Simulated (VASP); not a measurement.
Runs of VASP 6.6.1 on Mn. The structure is that of space group Pm-3m (No. 221), or close to it. The cells are those of the table. This isn't the form of Mn at room conditions, which is a 58-atom cubic cell.

```tsv
task	cell	k mesh	cutoff (eV)	gap on the mesh (eV)	pressure (GPa)	moment (μB)
single point	a = 3.437 Å, angles 60.0°, 2 atoms	18 × 18 × 18	520	none	0.3	0.00
single point	a = 3.569 Å, angles 60.0°, 2 atoms	13 × 13 × 13	520	none	(a)	0.00
relaxation of cell and atoms	relaxed from a = 3.299 Å, angles 60.0°, 2 atoms	12 × 12 × 12	600	none	0.0	0.00
single point	a = 3.526 Å, angles 60.0°, 2 atoms	13 × 13 × 13	520	none	-3.5	0.00
```

Alike in all rows: level RPBE; potentials or basis VASP PAW PBE potentials, release 64 (Mn_pv); spin collinear, antiferromagnetic start; smearing fermi-dirac 0.05 eV.

Q: Fill in the values left out.

A: (a) -4.6.

Caveats: the PAW data sets were made with another functional, which shifts forces and pressure a little; the cell stands under tension (at least some runs).

A gap of «none» marks levels without a gap at the run's occupations.
